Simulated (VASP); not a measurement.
A run of VASP 6.6.1:

Contents of INCAR:

```
  PREC = Accurate
  ENCUT = 600
  EDIFF = 1E-6
  ISMEAR = 0
  SIGMA = 0.2
  LREAL = False
  LASPH = True
  NELM = 120
  ALGO = Normal
  ISIF = 2
  LWAVE = False
  LCHARG = True
  GGA = PE
  LELF = True
  LVHAR = True
  NBANDS = 60
  GGA_COMPAT = False
```

KPOINTS

```
Automatic mesh
0
Gamma
  6 6 2
```

POSCAR

```
SiNi2
1.0
    3.9115680312     -0.0003589754      0.0001807268
   -1.9560929808      3.3881041130     -0.0001459304
    0.0004343199     -0.0001685485      9.9829816555
Si Ni
4 8
Direct
    0.3334080076      0.6667422045      0.3750014932
    0.3333572683      0.6666546295      0.8750081142
    0.6665374922      0.3332262613      0.1249987776
    0.6666883499      0.3333810789      0.6250098105
    1.0000818567      0.0000683742      0.4999973818
   -0.0000778180     -0.0000769495     -0.0000030431
    0.0000106548     -0.0000063664      0.2499986191
    0.0000024608      0.0000212361      0.7499973715
    0.3332420081      0.6665727996      0.1250030792
    0.3333888989      0.6667297068      0.6249933403
    0.6667067746      0.3333840102      0.3750044760
    0.6666540459      0.3333030148      0.8749905797
```

Potentials or basis: VASP PAW PBE potentials, release 64 (Si, Ni).

Launch:

```sh
$ cat potpaw_PBE.64/Si/POTCAR potpaw_PBE.64/Ni/POTCAR > POTCAR
$ mpirun -np 1 vasp_std > vasp.out
```

Hardware: 1 thread of AMD EPYC 9R45 (Zen 5), with other jobs on the host.

**Question.** How long does it take, and how much memory?

**Answer.** It took 5.3 min on 1 thread of AMD EPYC 9R45 (Zen 5), on a shared host, peak memory 0.4 GiB. Counts: scf iterations 24, k points 40.
